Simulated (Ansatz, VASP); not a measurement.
**PtS2: VASP beside Ansatz**

```
Pt S
1.0
     3.45140    0.00000    0.00000
    -1.72570    2.98900    0.00000
     0.00000    0.00000    6.17180
Pt S
1 2
Direct
  0.00000 0.00000 0.00000
  0.33333 0.66667 0.21038
  0.66667 0.33333 0.78962
```

Alike in both runs: functional PBE; k mesh 9 × 9 × 4; occupations gaussian, width 0.05 eV; no spin polarisation.

Ansatz relaxed the structure, and its values are those at the end. VASP's run is a single point on that final structure, the one shown.

```csv
,VASP,Ansatz
version,VASP 6.6.1,Ansatz 0.2.0
potentials or method,"VASP PAW PBE potentials, release 64 (Pt_sv_GW, S), cutoff 570 eV","scalar-relativistic, plane waves, PAW"
valence electrons in the cell,30,30
```

Ansatz gave:

```
gap on the k mesh at the Fermi level (eV) : 1.45
least direct gap on the mesh (eV)         : 1.55
pressure (GPa)                            : 4.9
rms of the force components (eV/Å)        : 0.001
```

**Question.** Estimate VASP's values.

**Answer.** gap on the k mesh at the Fermi level (eV): 1.46; least direct gap on the mesh (eV): 1.56; pressure (GPa): 4.2; rms of the force components (eV/Å): 0.014.

The functional is the same, so the differences come from potentials, cutoffs and numerics. Ansatz's warnings: stress scf threshold loose.

Spin-orbit coupling is off throughout.
